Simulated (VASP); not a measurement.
# SnO2 (P4_2/mnm) in VASP: single point with PBE

Aim: the single point of SnO2 with PBE.

All numbers are computed with VASP 6.6.1; they aren't measurements. Logs are shortened: lines on timing, memory, paths and dates and some standing lists are left out, and cuts for length are marked.

### Step 1. The cell of the first run

Symmetry: P4_2/mnm, No. 136, tetragonal system. Conventional cell: a = 4.737 Å, b = 4.737 Å, c = 3.186 Å, α = 90.00°, β = 90.00°, γ = 90.00°. Sn (site symmetry mmm) has 6 O at 2.05 to 2.06 Å within 2.7 Å. O (site symmetry m2m) has 3 Sn at 2.05 to 2.06 Å and 1 O at 2.60 Å within 2.7 Å.

### Step 2. Single point, PBE

Contents of INCAR:

```
SYSTEM = SnO2
PREC     = Accurate       ! precision mode
ENCUT    = 520            ! plane-wave cutoff, eV
EDIFF    = 1E-6           ! SCF threshold, eV
ISMEAR   = 0              ! smearing method
SIGMA    = 0.05           ! smearing width, eV
LREAL    = .FALSE.        ! projectors in reciprocal space
LASPH    = .TRUE.         ! aspherical terms in the spheres
NELM     = 80             ! most SCF steps
ALGO     = Normal         ! electronic algorithm
ISIF     = 2              ! what is computed and relaxed
LWAVE    = .FALSE.        ! write WAVECAR
LCHARG   = .TRUE.         ! write CHGCAR
GGA      = PE             ! functional
LELF     = .TRUE.         ! ELF
LVHAR    = .TRUE.       
NBANDS   = 35             ! bands
```

Contents of KPOINTS:

```
regular mesh
0
G
  6 6 8
  0 0 0
```

Contents of POSCAR:

```
SnO2
1.0
    4.7373500000      0.0000000000      0.0000000000
    0.0000000000      4.7373500000      0.0000000000
    0.0000000000      0.0000000000      3.1864000000
Sn O
2 4
Direct
    0.0000000000      0.0000000000      0.0000000000
    0.5000000000      0.5000000000      0.5000000000
    0.3056200000      0.3056200000      0.0000000000
    0.1943800000      0.8056200000      0.5000000000
    0.6943800000      0.6943800000      0.0000000000
    0.8056200000      0.1943800000      0.5000000000
```

Potentials or basis: VASP PAW PBE potentials, release 64 (Sn_d, O).

The run is started by

```console
$ cat potpaw_PBE.64/Sn_d/POTCAR potpaw_PBE.64/O/POTCAR > POTCAR
$ mpirun -np 1 vasp_std > vasp.out
```

OUTCAR:

```text
SYSTEM = SnO2
   PREC = Accurate
   ENCUT = 520
   EDIFF = 1E-6
   ISMEAR = 0
   LREAL = .FALSE.
   LASPH = .TRUE.
   NELM = 80
   ISIF = 2
   GGA = PE

 ion  position               nearest neighbor table
   1  0.000  0.000  0.000-   3 2.05   5 2.05   4 2.06   6 2.06   4 2.06   6 2.06   2 3.71   2 3.71
                             2 3.71   2 3.71   2 3.71   2 3.71   2 3.71   2 3.71
   2  0.500  0.500  0.500-   4 2.05   6 2.05   5 2.06   3 2.06   3 2.06   5 2.06   1 3.71   1 3.71
                             1 3.71   1 3.71   1 3.71   1 3.71   1 3.71   1 3.71
   3  0.306  0.306  0.000-   1 2.05   2 2.06   2 2.06
   4  0.194  0.806  0.500-   2 2.05   1 2.06   1 2.06
   5  0.694  0.694  0.000-   1 2.05   2 2.06   2 2.06
   6  0.806  0.194  0.500-   2 2.05   1 2.06   1 2.06

  LATTYP: Found a simple tetragonal cell.
 ALAT       =     4.7373500000
 C/A-ratio  =     0.6726123255

  Lattice vectors:

 A1 = (   4.7373500000,   0.0000000000,   0.0000000000)
 A2 = (   0.0000000000,   4.7373500000,   0.0000000000)
 A3 = (   0.0000000000,   0.0000000000,   3.1864000000)

Analysis of symmetry for initial positions (statically):
=====================================================================
 Subroutine PRICEL returns:
 Original cell was already a primitive cell.

 Routine SETGRP: Setting up the symmetry group for a
 simple tetragonal supercell.

 Subroutine GETGRP returns: Found 16 space group operations
 (whereof  8 operations were pure point group operations)
 out of a pool of 16 trial point group operations.

The static configuration has the point symmetry D_2h.
 The point group associated with its full space group is D_4h.

Analysis of symmetry for dynamics (positions and initial velocities):
=====================================================================
 Subroutine PRICEL returns:
 Original cell was already a primitive cell.

 Routine SETGRP: Setting up the symmetry group for a
 simple tetragonal supercell.

 Subroutine GETGRP returns: Found 16 space group operations
 (whereof  8 operations were pure point group operations)
 out of a pool of 16 trial point group operations.

The dynamic configuration has the point symmetry D_2h.
 The point group associated with its full space group is D_4h.

 Subroutine INISYM returns: Found 16 space group operations
 (whereof  8 operations are pure point group operations),
 and found     1 'primitive' translations

----------------------------------------------------------------------------------------

                                     Primitive cell

  volume of cell :      71.5107

  direct lattice vectors                    reciprocal lattice vectors
     4.737350000  0.000000000  0.000000000     0.211088478  0.000000000  0.000000000
     0.000000000  4.737350000  0.000000000     0.000000000  0.211088478  0.000000000
     0.000000000  0.000000000  3.186400000     0.000000000  0.000000000  0.313833794

  length of vectors
     4.737350000  4.737350000  3.186400000     0.211088478  0.211088478  0.313833794

  position of ions in fractional coordinates (direct lattice)
     0.000000000  0.000000000  0.000000000
     0.500000000  0.500000000  0.500000000
     0.305620000  0.305620000  0.000000000
     0.194380000  0.805620000  0.500000000
     0.694380000  0.694380000  0.000000000
     0.805620000  0.194380000  0.500000000

  ion indices of the primitive-cell ions
   primitive index   ion index
                 1           1
                 2           2
                 3           3
                 4           4
                 5           5
                 6           6

----------------------------------------------------------------------------------------

 KPOINTS: regular mesh

Automatic generation of k-mesh.
 Grid dimensions read from file:
 generate k-points for:    6    6    8

 Generating k-lattice:

  Cartesian coordinates                     Fractional coordinates (reciprocal lattice)
     0.035181413  0.000000000  0.000000000     0.166666667  0.000000000  0.000000000
     0.000000000  0.035181413  0.000000000     0.000000000  0.166666667  0.000000000
     0.000000000  0.000000000  0.039229224     0.000000000  0.000000000  0.125000000

  Length of vectors
     0.035181413  0.035181413  0.039229224

  Shift w.r.t. Gamma in fractional coordinates (k-lattice)
     0.000000000  0.000000000  0.000000000

 Subroutine IBZKPT returns following result:
 ===========================================

 Found     50 irreducible k-points:

 Following reciprocal coordinates:
            Coordinates               Weight
  0.000000  0.000000  0.000000      1.000000
  0.166667  0.000000  0.000000      4.000000
  0.333333  0.000000  0.000000      4.000000
  0.500000  0.000000  0.000000      2.000000
  0.166667  0.166667  0.000000      4.000000
  0.333333  0.166667  0.000000      8.000000
[... 16 lines left out ...]
  0.333333  0.000000  0.250000      8.000000
  0.500000  0.000000  0.250000      4.000000
 [... further k-points ...]
   k-points           NKPTS =     50   k-points in BZ     NKDIM =     50   number of bands    NBANDS=     35
   number of dos      NEDOS =    301   number of ions     NIONS =      6
   total plane-waves  NPLWV =  31104
   dimension x,y,z NGX =    36 NGY =   36 NGZ =   24
   dimension x,y,z NGXF=    72 NGYF=   72 NGZF=   48
   ions per type =               2   4
   NGX,Y,Z   is equivalent  to a cutoff of  12.63, 12.63, 12.52 a.u.
   NGXF,Y,Z  is equivalent  to a cutoff of  25.27, 25.27, 25.04 a.u.
 SYSTEM =  SnO2
   PREC   = accura    normal or accurate (medium, high low for compatibility)
   ISTART =      0    job   : 0-new  1-cont  2-samecut
   ICHARG =      2    charge: 1-file 2-atom 10-const
   ISPIN  =      1    spin polarized calculation?
   LNONCOLLINEAR =      F non collinear calculations
   LSORBIT =      F    spin-orbit coupling
   LASPH  =      T    aspherical Exc in radial PAW
   ENCUT  =  520.0 eV  38.22 Ry    6.18 a.u.   8.81  8.81  5.92*2*pi/ulx,y,z
   NELM   =     80;   NELMIN=  2; NELMDL= -5     # of ELM steps
   EDIFF  = 0.1E-05   stopping-criterion for ELM
   LREAL  =      F    real-space projection
   EDIFFG = 0.1E-04   stopping-criterion for IOM
   NSW    =      0    number of steps for IOM
   IBRION =     -1    ionic relax: 0-MD 1-quasi-New 2-CG
   NFREE  =      0    steps in history (QN), initial steepest desc. (CG)
   ISIF   =      2    stress and relaxation
   ISYM   =      2    0-nonsym 1-usesym 2-fastsym
   POTIM  = 0.5000    time-step for ionic-motion
   TEBEG  =    0.0;   TEEND  =   0.0 temperature during run
   PSTRESS=    0.0 pullay stress
   NELECT =      52.0000    total number of electrons
   NUPDOWN=      -1.0000    fix difference up-down
   EMIN   =  10.00;   EMAX   =-10.00  energy-range for DOS
   EFERMI =   0.00;   METHOD = LEGACY
   ISMEAR =     0;   SIGMA  =   0.05  broadening in eV -4-tet -1-fermi 0-gaus
   EFERMI_NEDOS =   21; number of points for ismear=-14 and -15
   IALGO  =     38    algorithm
   IMIX   =      4    mixing-type and parameters
     AMIX     =   0.40;   BMIX     =  1.00
     AMIX_MAG =   1.60;   BMIX_MAG =  1.00
  volume/ion in A,a.u.               =      11.92        80.43
  Fermi-wavevector in a.u.,A,eV,Ry     =   1.472150  2.781961 29.486913  2.167227
  Thomas-Fermi vector in A             =   2.587200
   LORBIT       =      0    0 simple, 1 ext, 2 COOP (PROOUT), +10 PAW based schemes
   GGA     = PE    functional components
   LHFCALC =     F    Hartree Fock is set to
   AEXX    =    0.0000 exact exchange contribution
   IVDW    =     0    specifies the selected vdW correction
   LEPSILON=     F    determine dielectric tensor
   LRPA    =     F    only Hartree local field effects (RPA)
 non-spin polarized calculation
 Gauss-broadening in eV      SIGMA  =   0.05
  energy-cutoff  :      520.00
  volume of cell :       71.51
 maximum number of plane-waves:      1992
 NGX is ok and might be reduce to    36
   NGX = 17   NGY = 17   NGZ = 11

 number of electron      51.9999990 magnetization

 Free energy of the ion-electron system (eV)
  ---------------------------------------------------
  ext. energy  EPLUGINS =         0.00000000
  ---------------------------------------------------
  free energy    TOTEN  =       -37.16481358 eV

  energy without entropy =      -37.16481358  energy(sigma->0) =      -37.16481358

 E-fermi :   6.4511     XC(G=0): -11.2617

 val. band max:        6.1525514121   @ k =   0.0000   0.0000   0.0000
 cond. band min:       7.3958776115   @ k =   0.0000   0.0000   0.0000
 fundamental gap:      1.2433261994
 Fermi energy:         6.4510654766

 k-point     1 :       0.0000    0.0000    0.0000
  band No.  band energies     occupation
      1     -14.9643      2.00000
      2     -14.1637      2.00000
      3     -13.9063      2.00000
      4     -13.8790      2.00000
      5     -13.8790      2.00000
      6     -13.8158      2.00000
[... 27 lines left out ...]
     34      18.3298      0.00000
     35      18.7682      0.00000

 k-point     2 :       0.1667    0.0000    0.0000
  band No.  band energies     occupation
      1     -14.9209      2.00000
      2     -14.2139      2.00000
      3     -13.9063      2.00000
      4     -13.8771      2.00000
      5     -13.8770      2.00000
      6     -13.8531      2.00000
[... 27 lines left out ...]
     34      18.3322      0.00000
     35      18.7976      0.00000

 k-point     3 :       0.3333    0.0000    0.0000
  band No.  band energies     occupation
      1     -14.7947      2.00000
      2     -14.3797      2.00000
      3     -13.9063      2.00000
      4     -13.8942      2.00000
      5     -13.8731      2.00000
      6     -13.8729      2.00000
[... 27 lines left out ...]
     34      18.4478      0.00000
     35      18.7352      0.00000
[... 723 lines left out ...]
 k-point    23 :       0.3333    0.0000    0.2500
  band No.  band energies     occupation
      1     -14.6841      2.00000
      2     -14.5350      2.00000
      3     -14.1882      2.00000
      4     -13.9577      2.00000
      5     -13.7947      2.00000
      6     -13.7893      2.00000
[... 27 lines left out ...]
     34      18.3821      0.00000
     35      18.6579      0.00000

 k-point    24 :       0.5000    0.0000    0.2500
  band No.  band energies     occupation
      1     -14.6315      2.00000
      2     -14.6315      2.00000
      3     -14.0591      2.00000
      4     -14.0591      2.00000
      5     -13.7897      2.00000
      6     -13.7897      2.00000
[... 27 lines left out ...]
     34      18.5967      0.00000
     35      18.8137      0.00000

 [... further k-points ...]
[... 5 lines left out ...]
  --------------------------------------------------------------------------------------
  -------------------------------------------------------------------------------------
  Total        4.7574042      4.7574042      5.9298575     -0.0000000      0.0000000      0.0000000
  in kB      106.5882658    106.5882658    132.8567430     -0.0000000      0.0000000      0.0000000
  external PRESSURE =     115.3444249 kB  Pullay stress =       0.0000000 kB

 VOLUME and BASIS-vectors are now :
 -----------------------------------------------------------------------------
  energy-cutoff  :      520.00
  volume of cell :       71.51
      direct lattice vectors                 reciprocal lattice vectors
     4.737350000  0.000000000  0.000000000     0.211088478  0.000000000  0.000000000
     0.000000000  4.737350000  0.000000000     0.000000000  0.211088478  0.000000000
     0.000000000  0.000000000  3.186400000     0.000000000  0.000000000  0.313833794

 POSITION                                       TOTAL-FORCE (eV/Angst)
 -----------------------------------------------------------------------------------
      0.00000      0.00000      0.00000         0.000000      0.000000      0.000000
      2.36868      2.36868      1.59320         0.000000      0.000000      0.000000
      1.44783      1.44783      0.00000        -0.036748     -0.036748     -0.000000
      0.92085      3.81650      1.59320         0.036748     -0.036748      0.000000
      3.28952      3.28952      0.00000         0.036748      0.036748      0.000000
      3.81650      0.92085      1.59320        -0.036748      0.036748      0.000000
 -----------------------------------------------------------------------------------
    total drift:                                0.000000      0.000000      0.000000

  FREE ENERGIE OF THE ION-ELECTRON SYSTEM (eV)
  ---------------------------------------------------
  free  energy   TOTEN  =       -37.1648135795 eV

  energy  without entropy=      -37.1648135795  energy(sigma->0) =      -37.16481358
```

Run time: 3 min. Hardware: 1 thread of AMD EPYC 7R13, shared host; peak memory 0.21 GiB.

Results:

| Item | Value |
| --- | --- |
| Free energy | -37.1648 eV |
| Pressure | 11.5 GPa |
| Largest force | 0.052 eV/Å |
| Band gap on the k mesh | 1.24 eV, direct |

Forces in eV/Å, atoms in the order of the input:
```
Sn   0.000  0.000  0.000
Sn   0.000  0.000  0.000
O   -0.037 -0.037  0.000
O    0.037 -0.037  0.000
O    0.037  0.037  0.000
O   -0.037  0.037  0.000
```

Caveat: spin-orbit coupling is left out, which moves the levels of the heavy elements.
